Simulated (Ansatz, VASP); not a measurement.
## InSe: VASP beside Ansatz

Contents of INCAR:

```
SYSTEM = InSe
  ALGO = Normal
  EDIFF = 1E-8
  ENCUT = 520
  GGA = PS
  ISIF = 2
  ISMEAR = -1
  LASPH = .True.
  LCHARG = .False.
  LEFG = .True.
  LREAL = .False.
  LWAVE = .False.
  NBANDS = 27
  NELM = 80
  PREC = Accurate
  SIGMA = 0.02
```

File KPOINTS:

```
k-points
0
Gamma
  7 7 6
  0 0 0
```

File POSCAR:

```
InSe
1.0
    5.8679026766     -2.0550000000      0.0000000000
    5.8679026766      2.0550000000      0.0000000000
   -1.5994156962      0.0000000000      4.4533660986
In Se
2 2
Direct
    0.8840000000      0.8840000000      0.0050000000
    0.1160000000      0.1160000000      0.9950000000
    0.6600000000      0.6600000000      0.6420000000
    0.3400000000      0.3400000000      0.3580000000
```

Input for Ansatz:

```yaml
crystal:
  lattice:
    - [5.8679026766, -2.055, 0.0]
    - [5.8679026766, 2.055, 0.0]
    - [-1.5994156962, 0.0, 4.4533660986]
  atoms:
    - { symbol: In, position: [0.884, 0.884, 0.005] }
    - { symbol: In, position: [0.116, 0.116, 0.995] }
    - { symbol: Se, position: [0.66, 0.66, 0.642] }
    - { symbol: Se, position: [0.34, 0.34, 0.358] }
kpoints:
  mp_grid: { grid: [7, 7, 6] }
scf:
  occupations: { method: fermi_dirac, width: 0.02 }
hamiltonian:
  xc: pbesol
  pseudopotentials: { kind: paw }
output:
  forces: true
  stress: true
  eigenvalues: true
  efg: { contact_densities: true }
```

Change from the starting cell: zz strain of +3 %, PAW files.

Alike in both runs: task electric field gradients; functional PBEsol; k mesh 7 × 7 × 6; occupations fermi-dirac, width 0.02 eV; no spin polarisation.

```csv
,VASP,Ansatz
version,VASP 6.6.1,Ansatz 0.2.0
potentials or method,"VASP PAW PBE potentials, release 64 (In_d, Se)","PAW with Ansatz's default frozen-core files, scalar-relativistic"
plane-wave cutoff (eV),520,420
valence electrons in the cell,38,58
```

```tsv
	VASP	Ansatz	Ansatz less VASP
gap on the k mesh at the Fermi level (eV)	0.91	0.91	+0.003
pressure (GPa)	-1.5	-1.6	-0.05
traceless stress, the component that is largest in VASP (GPa)	2.07	2.07	-0.004
rms of the force components (eV/Å)	0.386	0.390	+0.0041
size of Vzz on the site where it differs most (V/Å²)	73.3	76.3	+3.03
```

VASP's potentials were made for PBE, not for PBEsol. Atom by atom the forces differ by 0.009 eV/Å (rms over components). With one functional, cell and mesh, what is left measures potentials, basis and numerics. VASP's potentials hold 38 valence electrons a cell and Ansatz's 58, so a difference there can come from the potentials and not from the codes.
